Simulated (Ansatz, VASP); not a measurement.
AgI in VASP and in Ansatz

```
CELL_PARAMETERS angstrom
3.23447 3.23447 0.00000
-3.23447 3.23447 0.00000
0.00000 3.23447 3.23447
ATOMIC_POSITIONS crystal
Ag 0.00000 0.00000 0.00000
I 0.75000 0.25000 0.50000
```

Alike in both runs: task single point; functional LDA; k mesh 6 × 6 × 6; no spin polarisation.

```csv
,VASP,Ansatz
version,VASP 6.6.1,Ansatz 0.2.0
potentials or method,"VASP PAW LDA potentials, release 64 (Ag, I), cutoff 500 eV","all-electron LAPW, scalar-relativistic"
occupations,"gaussian, width 0.01 eV",fixed
```

|  | VASP | Ansatz | Ansatz less VASP |
| --- | --- | --- | --- |
| gap on the k mesh at the Fermi level (eV) | 1.09 | 1.05 | -0.036 |
| pressure (GPa) | -2.0 | -2.0 | -0.01 |

LDA's correlation is that of Perdew and Zunger in VASP and of Perdew and Wang (1992) in Ansatz. Ansatz ran all-electron here, and VASP with PAW potentials.

Neither program's run includes spin-orbit coupling.
